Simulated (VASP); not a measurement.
A run of VASP 6.6.1 is set up as follows.

File INCAR:

```
PREC = Accurate
ENCUT = 600
EDIFF = 1E-7
ISMEAR = -1
SIGMA = 0.05
LREAL = F
LASPH = T
NELM = 80
ALGO = Normal
ISIF = 3
LWAVE = F
LCHARG = F
GGA = PS
IVDW = 12
IBRION = 2
NSW = 60
EDIFFG = -0.01
```

Contents of KPOINTS:

```
regular mesh
0
Gamma
  10 10 8
```

POSCAR

```
HfB2
1.0
    3.1400000000      0.0000000000      0.0000000000
   -1.5700000000      2.7193197679      0.0000000000
    0.0000000000      0.0000000000      3.4800000000
Hf B
1 2
Direct
    0.0000000000      0.0000000000      0.0000000000
    0.6666666667      0.3333333333      0.5000000000
    0.3333333333      0.6666666667      0.5000000000
```

Potentials or basis: VASP PAW PBE potentials, release 64 (Hf_pv, B).

Run with:

```sh
$ cat potpaw_PBE.64/Hf_pv/POTCAR potpaw_PBE.64/B/POTCAR > POTCAR
$ mpirun -np 1 vasp_std > vasp.out
```

(1) Predict the space group after relaxing (to 0.05 Å).

(2) Estimate the dispersion energy per atom.

(3) Estimate the relaxed volume.

## Answers

(1) P6/mmm (No. 191).

(2) -0.361 eV.

(3) 9.51 Å³/atom.

Caveat: the PAW data sets were made with another functional, which shifts forces and pressure a little; pairwise dispersion overbinds metals, which lowers pressure and volume.
